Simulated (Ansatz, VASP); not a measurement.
One calculation of Ta2N, two programs

```
Ta N
1.0
     2.68624    0.00518    0.02135
    -1.33863    2.89184   -0.03948
     0.03345   -0.05212    4.75824
Ta N
2 1
Direct
  0.68599 0.36592 0.74232
  0.31401 0.63408 0.25768
  0.00000 0.00000 0.00000
```

Change from the starting cell: all atoms moved at random, sigma 0.25 Å a component, cell strained at random, sigma 0.06; relaxed back.

Alike in both runs: functional PBEsol; k mesh 12 × 12 × 8; occupations gaussian, width 0.15 eV; no spin polarisation.

Ansatz relaxed the structure, and its values are those at the end. VASP's run is a single point on that final structure, the one shown.

|  | VASP | Ansatz |
| --- | --- | --- |
| version | VASP 6.6.1 | Ansatz 0.2.0 |
| potentials or method | VASP PAW PBE potentials, release 64 (Ta_pv, N), cutoff 520 eV | scalar-relativistic, plane waves, PAW |
| valence electrons in the cell | 27 | 31 |

```csv
,VASP,Ansatz,Ansatz less VASP
gap on the k mesh at the Fermi level (eV),none,none,-
pressure (GPa),29.5,28.6,-0.88
rms of the force components (eV/Å),0.033,0.000,-0.0328
```

VASP's potentials were made for PBE, not for PBEsol. A gap of «none» marks a metal or a gap that the smearing closes. Both programs put the cell under a high pressure, so it lies far from rest at this level. VASP's potentials hold 27 valence electrons a cell and Ansatz's 31, so a difference there can come from the potentials and not from the codes. Ansatz's warnings: stress scf threshold loose.

Spin-orbit coupling is off throughout.
